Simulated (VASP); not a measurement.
Write the native input for VASP 6.6.1 that does the following.

* Task: single point
* Functional: PBE
* Potentials or basis: VASP PAW PBE potentials, release 64 (Ba_sv)
* Cutoff: 520 eV
* k mesh: 10 × 10 × 10
* Occupations: gaussian, width 0.1 eV
* Spin: no spin polarisation
* Dipole correction: no
* Further INCAR settings: ALGO = Fast; EDIFF = 1e-06; NBANDS = 11

The structure of Ba lies in POSCAR:

```
Ba
1.0
    3.6958963734      0.0000000000      0.2350630524
    0.0000000000      3.9052983759      0.0000000000
    0.2350630524      0.0000000000      3.7548580223
Ba
1
Direct
    0.0000000000      0.0000000000      0.0000000000
```

This cell differs from its parent crystal: strained.

These files were run (other wordings do the same):

INCAR

```
PREC = Accurate
ENCUT = 520
EDIFF = 1E-6
ISMEAR = 0
SIGMA = 0.1
LREAL = False
LASPH = True
NELM = 80
ALGO = Fast
ISIF = 2
LWAVE = False
LCHARG = False
GGA = PE
NBANDS = 11
```

KPOINTS

```
regular mesh
0
Gamma
  10 10 10
```

Potentials or basis: VASP PAW PBE potentials, release 64 (Ba_sv).

Launch:

```console
$ cat potpaw_PBE.64/Ba_sv/POTCAR > POTCAR
$ mpirun -np 1 vasp_std > vasp.out
```

It gave:

```yaml
Pressure: 1.5 GPa
Band_gap_on_the_k_mesh: zero (band 5 reaches 2.22 eV, above the bottom of band 6 at 1.73 eV)
```

Caveat: the cell differs from its parent crystal (strained); spin-orbit coupling is left out, which moves the levels of the heavy elements.

Wall time 50 s on 1 thread of Intel(R) Xeon(R) 6975P-C (Granite Rapids) (shared host), peak memory 0.29 GiB.
